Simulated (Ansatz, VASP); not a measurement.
## TaN: VASP beside Ansatz

```xyz
4
Lattice="2.9566 0.0000 0.0000 -1.4783 2.5605 0.0000 0.0000 0.0000 4.9180" Properties=species:S:1:pos:R:3 pbc="T T T"
Ta    0.0000    0.0000    0.0000
Ta    0.0000    0.0000    2.4590
N     0.0000    1.7070    1.2295
N     1.4783    0.8535    3.6885
```

Change from the starting cell: equal xx and yy strain of -3 %.

Alike in both runs: task single point; functional PBEsol; k mesh 9 × 9 × 5; occupations fermi-dirac, width 0.01 eV; no spin polarisation.

|  | VASP | Ansatz |
| --- | --- | --- |
| version | VASP 6.6.1 | Ansatz 0.2.0 |
| potentials or method | VASP PAW PBE potentials, release 64 (Ta_pv, N), cutoff 520 eV | all-electron LAPW, scalar-relativistic |

```csv
,VASP,Ansatz,Ansatz less VASP
pressure (GPa),82.1,78.9,-3.19
"traceless stress, the component that is largest in VASP (GPa)",65.44,64.49,-0.955
```

VASP's potentials were made for PBE, not for PBEsol. Both programs put the cell under a high pressure, so it lies far from rest at this level. Ansatz ran all-electron here, and VASP with PAW potentials.

Spin-orbit coupling is off throughout. Noted on VASP's run: the cell as given lies far from equilibrium.
